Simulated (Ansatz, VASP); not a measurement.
NiO in VASP and in Ansatz

The input INCAR:

```
PREC = Accurate
ENCUT = 600
EDIFF = 1E-7
ISMEAR = 0
SIGMA = 0.1
LREAL = False
LASPH = True
NELM = 80
ALGO = Normal
ISIF = 3
LWAVE = False
LCHARG = False
GGA = PE
IBRION = 2
NSW = 90
EDIFFG = -0.04
```

Contents of KPOINTS:

```
Automatic mesh
0
Gamma
  6 6 4
```

Contents of POSCAR:

```
NiO
1.0
    3.4253685993      0.0000000000      0.0000000000
    0.0000000000      2.6459063291      0.0000000000
   -0.0533217743      0.0000000000      5.0038205324
Ni O
2 2
Direct
    0.0000000000      0.0000000000      0.0000000000
    0.0000000000      0.0000000000      0.5000000000
    0.8295059745      0.5000000000      0.2488150590
    0.1704940255      0.5000000000      0.7511849410
```

Input for Ansatz:

```yaml
crystal:
  lattice:
    - [3.4253685993, 0.0, 0.0]
    - [0.0, 2.6459063291, 0.0]
    - [-0.0533217743, 0.0, 5.0038205324]
  atoms:
    - { symbol: Ni, position: [0.0, 0.0, 0.0] }
    - { symbol: Ni, position: [0.0, 0.0, 0.5] }
    - { symbol: O, position: [0.8295059745, 0.5, 0.248815059] }
    - { symbol: O, position: [0.1704940255, 0.5, 0.751184941] }
basis:
  ecutwfc: 420
kpoints:
  mp_grid: { grid: [6, 6, 4] }
hamiltonian:
  xc: pbe
scf:
  occupations: { method: gaussian, width: 0.1 }
  lower_state_search: "off"
output:
  forces: true
  stress: true
  eigenvalues: true
relax:
  adjacent_minimum: "off"
  f_tol: 0.04
  max_steps: 70
  cell: { stress_tol: 0.4 }
```

Change from the starting cell: the structure that the rattled cell fell into.

Alike in both runs: task relaxation of cell and atoms; functional PBE; k mesh 6 × 6 × 4; occupations gaussian, width 0.1 eV; no spin polarisation.

|  | VASP | Ansatz |
| --- | --- | --- |
| version | VASP 6.6.1 | Ansatz 0.2.0 |
| potentials or method | VASP PAW PBE potentials, release 64 (Ni, O), cutoff 600 eV | scalar-relativistic, plane waves, PAW |
| valence electrons in the cell | 32 | 48 |

```csv
,VASP,Ansatz,Ansatz less VASP
"gap on the k mesh at the Fermi level, each at its own relaxed structure (eV)",none,none,-
relaxed volume (Å³/atom),11.47,11.74,+0.271
relaxed cell length with the largest relative difference (Å),3.506,3.596,+0.0900
```

A gap of «none» marks a metal or a gap that the smearing closes. VASP's potentials hold 32 valence electrons a cell and Ansatz's 48, so a difference there can come from the potentials and not from the codes.

The k mesh is coarse, so the values compare programs but aren't converged.
